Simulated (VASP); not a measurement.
# TiAl (R-3m) in VASP: a series of runs

The runs below take TiAl through single point, with LDA.

Program: VASP 6.6.1. These are calculated values, not measurements. Logs are shortened: lines on timing, memory, paths and dates and some standing lists are left out, and cuts for length are marked.

### Step 1. The cell of the first run

It takes space group R-3m (No. 166, trigonal). Conventional cell: a = 4.746 Å, b = 4.746 Å, c = 4.941 Å, α = 90.00°, β = 90.00°, γ = 120.00°. Within 3.3 Å of Ti (site symmetry -3m) lie 8 Al at 2.47 to 2.86 Å and 6 Ti at 3.20 Å. Within 3.3 Å of Al (site symmetry -3m) lie 8 Ti at 2.47 to 2.86 Å and 6 Al at 3.20 Å.

### Step 2. Single point, LDA

Contents of INCAR:

```
SYSTEM = TiAl
ALGO = Fast
EDIFF = 1E-6
ENCUT = 520
ISIF = 2
ISMEAR = 0
LASPH = .True.
LCHARG = .False.
LREAL = .False.
LWAVE = .False.
NBANDS = 14
NELM = 60
PREC = Accurate
SIGMA = 0.15
```

Contents of KPOINTS:

```
k-points
0
Gamma
  16 16 16
  0 0 0
```

Contents of POSCAR:

```
TiAl
1.0
    3.1882318877     -0.1678016783     -0.1678016783
   -0.1678016783      3.1882318877     -0.1678016783
   -0.1678016783     -0.1678016783      3.1882318877
Ti Al
1 1
Direct
    0.0000000000      0.0000000000      0.0000000000
    0.5000000000      0.5000000000      0.5000000000
```

Potentials or basis: VASP PAW LDA potentials, release 64 (Ti_sv, Al).

Command:

```sh
$ cat potpaw_LDA.64/Ti_sv/POTCAR potpaw_LDA.64/Al/POTCAR > POTCAR
$ mpirun -np 1 vasp_std > vasp.out
```

OUTCAR:

```text
SYSTEM = TiAl
   EDIFF = 1E-6
   ENCUT = 520
   ISIF = 2
   ISMEAR = 0
   LASPH = .True.
   LREAL = .False.
   NELM = 60
   PREC = Accurate

 ion  position               nearest neighbor table
   1  0.000  0.000  0.000-   2 2.47   2 2.47   2 2.86   2 2.86   2 2.86   2 2.86   2 2.86   2 2.86

   2  0.500  0.500  0.500-   1 2.47   1 2.47   1 2.86   1 2.86   1 2.86   1 2.86   1 2.86   1 2.86

  LATTYP: Found a trigonal (rhomboedric) cell.
 ALAT       =     3.1970513565
 COS(alpha) =    -0.1019283747

  Lattice vectors:

 A1 = (   3.1882318877,  -0.1678016783,  -0.1678016783)
 A2 = (  -0.1678016783,   3.1882318877,  -0.1678016783)
 A3 = (  -0.1678016783,  -0.1678016783,   3.1882318877)

Analysis of symmetry for initial positions (statically):
=====================================================================
 Subroutine PRICEL returns:
 Original cell was already a primitive cell.

 Routine SETGRP: Setting up the symmetry group for a
 trigonal (rhombohedral) supercell.

 Subroutine GETGRP returns: Found 12 space group operations
 (whereof 12 operations were pure point group operations)
 out of a pool of 12 trial point group operations.

The static configuration has the point symmetry D_3d.

Analysis of symmetry for dynamics (positions and initial velocities):
=====================================================================
 Subroutine PRICEL returns:
 Original cell was already a primitive cell.

 Routine SETGRP: Setting up the symmetry group for a
 trigonal (rhombohedral) supercell.

 Subroutine GETGRP returns: Found 12 space group operations
 (whereof 12 operations were pure point group operations)
 out of a pool of 12 trial point group operations.

The dynamic configuration has the point symmetry D_3d.

 Subroutine INISYM returns: Found 12 space group operations
 (whereof 12 operations are pure point group operations),
 and found     1 'primitive' translations

----------------------------------------------------------------------------------------

                                     Primitive cell

  volume of cell :      32.1290

  direct lattice vectors                    reciprocal lattice vectors
     3.188231888 -0.167801678 -0.167801678     0.315498492  0.017527694  0.017527694
    -0.167801678  3.188231888 -0.167801678     0.017527694  0.315498492  0.017527694
    -0.167801678 -0.167801678  3.188231888     0.017527694  0.017527694  0.315498492

  length of vectors
     3.197051357  3.197051357  3.197051357     0.316470755  0.316470755  0.316470755

  position of ions in fractional coordinates (direct lattice)
     0.000000000  0.000000000  0.000000000
     0.500000000  0.500000000  0.500000000

[... 91 lines left out ...]
   ISMEAR =     0;   SIGMA  =   0.15  broadening in eV -4-tet -1-fermi 0-gaus
   EFERMI_NEDOS =   21; number of points for ismear=-14 and -15
   IALGO  =     68    algorithm
   IMIX   =      4    mixing-type and parameters
     AMIX     =   0.40;   BMIX     =  1.00
     AMIX_MAG =   1.60;   BMIX_MAG =  1.00
  volume/ion in A,a.u.               =      16.06       108.41
  Fermi-wavevector in a.u.,A,eV,Ry     =   1.270007  2.399964 21.945065  1.612917
  Thomas-Fermi vector in A             =   2.403017
   LORBIT       =      0    0 simple, 1 ext, 2 COOP (PROOUT), +10 PAW based schemes
   GGA     = CA    functional components
   LHFCALC =     F    Hartree Fock is set to
   AEXX    =    0.0000 exact exchange contribution
   IVDW    =     0    specifies the selected vdW correction
   LEPSILON=     F    determine dielectric tensor
   LRPA    =     F    only Hartree local field effects (RPA)
 non-spin polarized calculation
 RMM-DIIS sequential band-by-band and
 Gauss-broadening in eV      SIGMA  =   0.15
  energy-cutoff  :      520.00
  volume of cell :       32.13
 maximum number of plane-waves:       878
   NGX = 11   NGY = 11   NGZ = 11

 number of electron      14.9999990 magnetization

 Free energy of the ion-electron system (eV)
  ---------------------------------------------------
  ext. energy  EPLUGINS =         0.00000000
  ---------------------------------------------------
  free energy    TOTEN  =       -12.91730612 eV

  energy without entropy =      -12.88511517  energy(sigma->0) =      -12.90121065

 E-fermi :   8.3106     XC(G=0): -11.2951

 val. band max:        8.3099763350   @ k =  -0.3750  -0.4375   0.2500
 cond. band min:       8.3111375741   @ k =  -0.2500   0.2500   0.0000
 fundamental gap:      0.0011612391
 Fermi energy:         8.3106139238

 k-point     1 :       0.0000    0.0000    0.0000
  band No.  band energies     occupation
      1     -47.6853      2.00000
      2     -24.3141      2.00000
      3     -24.2680      2.00000
      4     -24.2680      2.00000
      5      -0.6453      2.00000
      6       7.1411      2.00000
      7       7.1411      2.00000
      8       9.6903      0.00000
      9      10.2633      0.00000
     10      10.2633      0.00000
     11      12.8435      0.00000
     12      13.2380      0.00000
     13      13.2380      0.00000
     14      17.6741      0.00000
[... 377 lines left out ...]
      1     -47.6842      2.00000
      2     -24.3168      2.00000
      3     -24.2747      2.00000
      4     -24.2691      2.00000
      5      -0.5352      2.00000
      6       7.1520      2.00000
      7       7.1651      2.00000
      8       9.5502      0.00000
      9      10.1111      0.00000
     10      10.1442      0.00000
     11      12.7290      0.00000
     12      13.2829      0.00000
     13      13.4322      0.00000
     14      17.6735      0.00000

 [... further k-points ...]

------------------------ aborting loop because EDIFF is reached ----------------------------------------

  FORCE on cell =-STRESS in cart. coord.  units (eV):
  Direction    XX          YY          ZZ          XY          YZ          ZX
  --------------------------------------------------------------------------------------
  -------------------------------------------------------------------------------------
  Total       -0.3752730     -0.3752730     -0.3752730      2.6323925      2.6323925      2.6323925
  in kB      -18.7137205    -18.7137205    -18.7137205    131.2693724    131.2693724    131.2693724
  external PRESSURE =     -18.7137205 kB  Pullay stress =       0.0000000 kB

 VOLUME and BASIS-vectors are now :
 -----------------------------------------------------------------------------
  energy-cutoff  :      520.00
  volume of cell :       32.13
      direct lattice vectors                 reciprocal lattice vectors
     3.188231888 -0.167801678 -0.167801678     0.315498492  0.017527694  0.017527694
    -0.167801678  3.188231888 -0.167801678     0.017527694  0.315498492  0.017527694
    -0.167801678 -0.167801678  3.188231888     0.017527694  0.017527694  0.315498492

 POSITION                                       TOTAL-FORCE (eV/Angst)
 -----------------------------------------------------------------------------------
      0.00000      0.00000      0.00000         0.000000     -0.000000     -0.000000
      1.42631      1.42631      1.42631        -0.000000      0.000000      0.000000
 -----------------------------------------------------------------------------------
    total drift:                                0.000000      0.000000      0.000000

  FREE ENERGIE OF THE ION-ELECTRON SYSTEM (eV)
  ---------------------------------------------------
  free  energy   TOTEN  =       -12.9173061246 eV

  energy  without entropy=      -12.8851151720  energy(sigma->0) =      -12.90121065
```

OSZICAR:

```text
N       E                     dE             d eps       ncg     rms          rms(c)
DAV:   1     0.100971082175E+03    0.10097E+03   -0.70870E+03 11682   0.108E+03
DAV:   2    -0.883916208077E+01   -0.10981E+03   -0.10571E+03 12060   0.301E+02
DAV:   3    -0.143386987665E+02   -0.54995E+01   -0.53389E+01 17832   0.648E+01
[... 15 lines left out ...]
RMM:  19    -0.129172995531E+02    0.74190E-05   -0.16315E-04 17605   0.131E-01    0.384E-02
RMM:  20    -0.129173039183E+02   -0.43652E-05   -0.50017E-05 16654   0.534E-02    0.152E-02
RMM:  21    -0.129173049198E+02   -0.10015E-05   -0.19622E-05 15545   0.290E-02    0.114E-02
RMM:  22    -0.129173053397E+02   -0.41997E-06   -0.15149E-05 14231   0.185E-02    0.221E-03
RMM:  23    -0.129173061246E+02   -0.78490E-06   -0.86678E-06 12022   0.130E-02
   1 F= -.12917306E+02 E0= -.12901211E+02  d E =-.321910E-01
```

stdout:

```text
POSCAR found type information on POSCAR TiAl
 POSCAR found :  2 types and       2 ions
 scaLAPACK will be used
 LDA part: xc-table for (Slater(with rela. corr.)+CA(PZ))
 , standard interpolation
 POSCAR, INCAR and KPOINTS ok, starting setup
 FFT: planning ... GRIDC
 FFT: planning ... GRID_SOFT
 FFT: planning ... GRID
 WAVECAR not read
 entering main loop
WARNING in EDDRMM: call to ZHEGV failed, returncode =   8  4     11
WARNING in EDDRMM: call to ZHEGV failed, returncode =   8  4     14
WARNING in EDDRMM: call to ZHEGV failed, returncode =   6  3      5
WARNING in EDDRMM: call to ZHEGV failed, returncode =   8  4     14
```

Wall time 4.4 min (1 thread of Intel Xeon 8259CL, shared host); peak memory 0.29 GiB.

What came out:

* Free energy: -12.9173 eV
* Pressure: -1.9 GPa
* Band gap on the k mesh: zero (an odd number of electrons rules out a gap without spin polarisation)

Levels at points of the mesh, in eV from the Fermi level:
| k point | band 5 | band 6 | band 7 | band 8 | band 9 | band 10 |
| --- | --- | --- | --- | --- | --- | --- |
| (0.00, 0.00, 0.00) | -8.96 | -1.17 | -1.17 | 1.38 | 1.95 | 1.95 |
| (0.50, 0.00, 0.00) | -5.66 | -4.87 | -0.54 | -0.12 | 0.87 | 2.01 |
| (0.50, 0.50, 0.00) | -4.84 | -2.37 | -1.26 | -0.99 | 0.73 | 0.88 |
| (0.50, 0.50, 0.50) | -3.06 | -3.06 | -2.46 | 0.38 | 2.56 | 2.56 |

### Step 3. Single point, LDA

Contents of INCAR:

```
PREC     = Accurate       # precision mode
ENCUT    = 520            # plane-wave cutoff, eV
EDIFF    = 1E-7           # SCF threshold, eV
ISMEAR   = 0              # smearing method
SIGMA    = 0.15           # smearing width, eV
LREAL    = False          # projectors in reciprocal space
LASPH    = True           # aspherical terms in the spheres
NELM     = 60             # most SCF steps
ALGO     = Fast           # electronic algorithm
ISIF     = 2              # what is computed and relaxed
LWAVE    = False          # write WAVECAR
LCHARG   = True           # write CHGCAR
LELF     = True           # ELF
LVHAR    = True         
NBANDS   = 14             # bands
```

Contents of KPOINTS:

```
regular mesh
0
Gamma
  16 16 16
```

Contents of POSCAR:

```
TiAl
1.0
    3.1910546796      0.1994409175      0.1994409175
    0.1994409175      3.1910546796      0.1994409175
    0.1994409175      0.1994409175      3.1910546796
Ti Al
1 1
Direct
    0.0000000000      0.0000000000      0.0000000000
    0.5000000000      0.5000000000      0.5000000000
```

Potentials or basis: VASP PAW LDA potentials, release 64 (Ti_sv, Al).

Command:

```sh
$ cat potpaw_LDA.64/Ti_sv/POTCAR potpaw_LDA.64/Al/POTCAR > POTCAR
$ mpirun -np 1 vasp_std > vasp.out
```

OUTCAR:

```text
PREC = Accurate
   ENCUT = 520
   EDIFF = 1E-7
   ISMEAR = 0
   LREAL = False
   LASPH = True
   NELM = 60
   ISIF = 2

 ion  position               nearest neighbor table
   1  0.000  0.000  0.000-   2 2.65   2 2.65   2 2.65   2 2.65   2 2.65   2 2.65   2 3.11   2 3.11

   2  0.500  0.500  0.500-   1 2.65   1 2.65   1 2.65   1 2.65   1 2.65   1 2.65   1 3.11   1 3.11

  LATTYP: Found a trigonal (rhomboedric) cell.
 ALAT       =     3.2034954858
 COS(alpha) =     0.1279069768

  Lattice vectors:

[... 597 lines left out ...]

  FORCE on cell =-STRESS in cart. coord.  units (eV):
  Direction    XX          YY          ZZ          XY          YZ          ZX
  --------------------------------------------------------------------------------------
  -------------------------------------------------------------------------------------
  Total       -0.4642599     -0.4642599     -0.4642599     -0.7422965     -0.7422965     -0.7422965
  in kB      -23.1512230    -23.1512230    -23.1512230    -37.0160586    -37.0160586    -37.0160586
  external PRESSURE =     -23.1512230 kB  Pullay stress =       0.0000000 kB

 VOLUME and BASIS-vectors are now :
 -----------------------------------------------------------------------------
  energy-cutoff  :      520.00
  volume of cell :       32.13
      direct lattice vectors                 reciprocal lattice vectors
     3.191054680  0.199440918  0.199440918     0.315697319 -0.018570431 -0.018570431
     0.199440918  3.191054680  0.199440918    -0.018570431  0.315697319 -0.018570431
     0.199440918  0.199440918  3.191054680    -0.018570431 -0.018570431  0.315697319

 POSITION                                       TOTAL-FORCE (eV/Angst)
 -----------------------------------------------------------------------------------
      0.00000      0.00000      0.00000        -0.000000     -0.000000      0.000000
      1.79497      1.79497      1.79497         0.000000      0.000000     -0.000000
 -----------------------------------------------------------------------------------
    total drift:                               -0.000000      0.000000      0.000000

  FREE ENERGIE OF THE ION-ELECTRON SYSTEM (eV)
  ---------------------------------------------------
  free  energy   TOTEN  =       -13.1113641443 eV

  energy  without entropy=      -13.0910603807  energy(sigma->0) =      -13.10121226
```

OSZICAR:

```text
N       E                     dE             d eps       ncg     rms          rms(c)
DAV:   1     0.990032227967E+02    0.99003E+02   -0.70870E+03 11688   0.108E+03
DAV:   2    -0.940467587112E+01   -0.10841E+03   -0.10422E+03 12126   0.298E+02
DAV:   3    -0.147726556606E+02   -0.53680E+01   -0.52536E+01 17752   0.641E+01
[... 21 lines left out ...]
RMM:  25    -0.131113637576E+02   -0.13742E-06   -0.28597E-06 13590   0.669E-03    0.802E-03
RMM:  26    -0.131113638406E+02   -0.82950E-07   -0.22546E-06 14141   0.845E-03    0.332E-03
RMM:  27    -0.131113639725E+02   -0.13192E-06   -0.13729E-06 11371   0.553E-03    0.141E-03
RMM:  28    -0.131113640751E+02   -0.10263E-06   -0.98652E-07 10559   0.376E-03    0.668E-04
RMM:  29    -0.131113641443E+02   -0.69129E-07   -0.68516E-07  9904   0.304E-03
   1 F= -.13111364E+02 E0= -.13101212E+02  d E =-.203038E-01
```

stdout:

```text
POSCAR found type information on POSCAR TiAl
 POSCAR found :  2 types and       2 ions
 scaLAPACK will be used
 LDA part: xc-table for (Slater(with rela. corr.)+CA(PZ))
[... 39 lines left out ...]
 num prob  num prob  num prob  num prob  num prob WARNING in EDDRMM: call to ZHEGV failed, returncode =   6  3      5
 num prob  num prob  num prob  num prob  num prob RMM:  25    -0.131113637576E+02   -0.13742E-06   -0.28597E-06 13590   0.669E-03    0.802E-03
 num prob  num prob  num prob WARNING in EDDRMM: call to ZHEGV failed, returncode =   8  4      8
WARNING in EDDRMM: call to ZHEGV failed, returncode =   6  3      6
 num prob WARNING in EDDRMM: call to ZHEGV failed, returncode =   6  3     12
 num prob  num prob  num prob WARNING in EDDRMM: call to ZHEGV failed, returncode =   6  3      7
WARNING in EDDRMM: call to ZHEGV failed, returncode =   6  3      8
WARNING in EDDRMM: call to ZHEGV failed, returncode =   6  3      6
```

Wall time 5.1 min (1 thread of Intel Xeon 8259CL, shared host); peak memory 0.29 GiB.

What came out:

- Free energy: -13.1114 eV
- Pressure: -2.3 GPa
- Band gap on the k mesh: zero (an odd number of electrons rules out a gap without spin polarisation)

Stress tensor (GPa, compression positive):
```
-2.32 -3.70 -3.70
-3.70 -2.32 -3.70
-3.70 -3.70 -2.32
```
